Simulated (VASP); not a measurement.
Y:

```
CELL_PARAMETERS angstrom
-1.75760 1.75760 2.65500
1.75760 -1.75760 2.65500
1.75760 1.75760 -2.65500
ATOMIC_POSITIONS crystal
Y 0.00000 0.00000 0.00000
```

| Item | Value |
| --- | --- |
| Program | VASP 6.6.1 |
| Task | relaxation of cell and atoms |
| Functional | PBE |
| Potentials or basis | VASP PAW PBE potentials, release 64 (Y_sv) |
| Cutoff | 600 eV |
| k mesh | 8 × 8 × 8 |
| Occupations | gaussian, width 0.1 eV |
| Spin | no spin polarisation |

At the start: pressure -0.6 GPa; volume 32.81 Å³/atom.

Problem. Where does the relaxation end?

Solution. Over 5 steps the energy falls by 12.4 meV/atom and the volume is 32.22 Å³/atom (-1.8 %); space group I4/mmm (No. 139, to 0.1 Å) before, Fm-3m (No. 225, to 0.1 Å).

The path:
| step | energy change (eV) | largest force (eV/Å) | pressure (GPa) | volume (Å³) |
| --- | --- | --- | --- | --- |
| 1 | 0.0000 | 0.0000 | -0.63 | 32.81 |
| 2 | -0.0080 | 0.0000 | 0.10 | 32.19 |
| 3 | -0.0099 | 0.0000 | 0.63 | 31.78 |
| 4 | -0.0100 | 0.0000 | 0.75 | 31.70 |
| 5 | -0.0124 | 0.0000 | 0.04 | 32.22 |

Final structure:
```
Y
1.0
    -1.78542    1.78542    2.52688
     1.78542   -1.78542    2.52688
     1.78542    1.78542   -2.52688
Y
1
Direct
  0.00000 0.00000 0.00000
```
